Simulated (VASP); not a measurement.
Te2Mo:

```
Te Mo
1.0
     3.51820    0.00000    0.00000
    -1.75910    3.04685    0.00000
     0.00000    0.00000   13.97360
Te Mo
4 2
Direct
  0.66667 0.33333 0.37900
  0.33333 0.66667 0.87900
  0.66667 0.33333 0.12100
  0.33333 0.66667 0.62100
  0.66667 0.33333 0.75000
  0.33333 0.66667 0.25000
```

```yaml
Program: VASP 6.6.1
Task: relaxation of cell and atoms
Functional: revPBE
Potentials_or_basis: VASP PAW PBE potentials, release 64 (Te, Mo_sv)
Cutoff: 600 eV
k_mesh: 9 × 9 × 2
Occupations: fermi-dirac, width 0.05 eV
Spin: no spin polarisation
```

At the start: pressure 4.2 GPa; volume 24.96 Å³/atom.

Q: Where does the relaxation end?

A: Over 36 steps the energy falls by 45.2 meV/atom and the volume is 33.49 Å³/atom (+34.1 %); space group P6_3/mmc (No. 194, to 0.05 Å).

Step by step:
```
step  energy change (eV)  largest force (eV/Å)  pressure (GPa)  volume (Å³)
   1              0.0000                0.2425            4.25       149.79
   2              0.0771                1.0898           -4.56       164.60
   3             -0.0773                0.3583            0.15       155.68
   4             -0.0773                0.3472            0.23       155.56
   5             -0.0963                0.2546            0.14       157.07
   6             -0.1098                0.0935            0.03       159.63
   7             -0.1266                0.0999           -0.05       160.86
   8             -0.1656                0.1162           -0.17       164.49
   9             -0.2133                0.1215           -0.04       171.66
  10             -0.2486                0.0590            1.11       185.55
  11             -0.2599                0.1842           -0.24       191.22
  12             -0.2600                0.1556           -0.09       190.54
  13             -0.2655                0.1001           -0.11       191.88
  14             -0.2677                0.0376           -0.14       193.33
  15             -0.2678                0.0335           -0.14       193.43
  16             -0.2680                0.0118            0.09       192.98
  17             -0.2680                0.0020            0.04       193.08
  18             -0.2682                0.0063            0.04       193.09
  19             -0.2683                0.0208            0.05       193.10
  20             -0.2684                0.0294            0.01       193.34
  21             -0.2686                0.0537           -0.12       194.07
  22             -0.2686                0.0525           -0.12       194.11
  23             -0.2687                0.0493           -0.10       194.21
  24             -0.2690                0.0426           -0.09       194.42
  25             -0.2694                0.0290           -0.05       194.84
  26             -0.2699                0.0005            0.01       195.67
  27             -0.2700                0.0586            0.15       197.34
  28             -0.2702                0.0352            0.09       196.65
  29             -0.2701                0.0243            0.06       196.35
  30             -0.2704                0.0169            0.03       196.87
  31             -0.2709                0.0035           -0.07       198.43
  32             -0.2706                0.0401           -0.25       201.56
  33             -0.2709                0.0150           -0.13       199.62
  34             -0.2711                0.0095           -0.08       200.09
  35             -0.2712                0.0101            0.03       201.52
  36             -0.2712                0.0021           -0.03       200.93
```

Final structure:
```xyz
6
Lattice="3.5805 0.0000 0.0000 -1.7902 3.1008 0.0000 0.0000 0.0000 18.0981" Properties=species:S:1:pos:R:3 pbc="T T T"
Te    1.7902    1.0336    6.3324
Te    0.0000    2.0672   15.3815
Te    1.7902    1.0336    2.7167
Te    0.0000    2.0672   11.7657
Mo    1.7902    1.0336   13.5736
Mo    0.0000    2.0672    4.5245
```

Caveat: the volume moved by over 15 % at a fixed basis, so the end points are rough; the PAW data sets were made with another functional, which shifts forces and pressure a little; this functional lacks dispersion, which binds the layers, so the pressure and a relaxed spacing across them are unreliable; the volume moved by +34 % from the deposited cell, more than functionals usually miss.
